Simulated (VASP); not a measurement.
Write the native input for VASP 6.6.1 that does the following.

* Task: relaxation of cell and atoms
* Functional: LDA
* Potentials or basis: VASP PAW LDA potentials, release 64 (Li_sv, Br)
* Cutoff: 750 eV
* k mesh: 8 × 8 × 8
* Occupations: fermi-dirac, width 0.02 eV
* Spin: no spin polarisation
* Dipole correction: no
* Further INCAR settings: ALGO = Normal; EDIFF = 1e-07; IBRION = 2; EDIFFG = -0.005; NSW = 80; ISIF = 3

The structure of LiBr lies in POSCAR:

```
LiBr
1.0
    0.0000000000      2.7554040780      2.7554040780
    2.7554040780      0.0000000000      2.7554040780
    2.7554040780      2.7554040780      0.0000000000
Li Br
1 1
Direct
    0.0000000000      0.0000000000      0.0000000000
    0.5000000000      0.5000000000      0.5000000000
```

The input as run:

INCAR

```
  PREC = Accurate
  ENCUT = 750
  EDIFF = 1E-7
  ISMEAR = -1
  SIGMA = 0.02
  LREAL = False
  LASPH = True
  NELM = 120
  ALGO = Normal
  ISIF = 3
  LWAVE = False
  LCHARG = False
  IBRION = 2
  NSW = 80
  EDIFFG = -0.005
  GGA_COMPAT = False
  NELMIN = 4
```

KPOINTS

```
regular mesh
0
Gamma
  8 8 8
```

Potentials or basis: VASP PAW LDA potentials, release 64 (Li_sv, Br).

Run with:

```bash
$ cat potpaw_LDA.64/Li_sv/POTCAR potpaw_LDA.64/Br/POTCAR > POTCAR
$ mpirun -np 1 vasp_std > vasp.out
```

It gave:

| Property | Result |
| --- | --- |
| Relaxed volume | 18.71 Å³/atom |
| Relaxed cell | a = 3.754 Å, b = 3.754 Å, c = 3.754 Å, α = 60.00°, β = 60.00°, γ = 60.00° |
| Space group after relaxing (to 0.05 Å) | Fm-3m (No. 225) |
| Energy gained by relaxing | 22.3 meV/atom |
| Ionic steps | 4 |
| Pressure after relaxing | 0.0 GPa |
| Band gap on the k mesh | 5.17 eV, direct |

Caveat: the volume moved by -11 % from the deposited cell, more than functionals usually miss.

It took 24 s on 1 thread of AMD EPYC 9R45 (Zen 5), on a shared host, peak memory 0.15 GiB.
